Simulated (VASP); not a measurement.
Here is a VASP 6.6.1 calculation.

The input INCAR:

```
PREC = Accurate
ENCUT = 520
EDIFF = 1E-7
ISMEAR = -1
SIGMA = 0.08
LREAL = F
LASPH = T
NELM = 100
ALGO = Normal
ISIF = 2
LWAVE = F
LCHARG = T
GGA = PE
LELF = T
LVHAR = T
NBANDS = 16
```

KPOINTS

```
Automatic mesh
0
Gamma
  13 13 13
```

File POSCAR:

```
GaSb
1.0
    0.0000000000      2.4985396765      2.4985396765
    2.4985396765      0.0000000000      2.4985396765
    2.4985396765      2.4985396765      0.0000000000
Ga Sb
1 1
Direct
    0.0000000000      0.0000000000      0.0000000000
    0.5000000000      0.5000000000      0.5000000000
```

Potentials or basis: VASP PAW PBE potentials, release 64 (Ga_d, Sb).

The run is started by

```bash
$ cat potpaw_PBE.64/Ga_d/POTCAR potpaw_PBE.64/Sb/POTCAR > POTCAR
$ mpirun -np 1 vasp_std > vasp.out
```

(1) What does it give for the band gap on the k mesh?

(2) Estimate the pressure.

Results:

(1) zero (band 9 reaches 14.10 eV, above the bottom of band 10 at 9.28 eV).

(2) 72.0 GPa.

Caveat: spin-orbit coupling is left out, which moves the levels of the heavy elements.
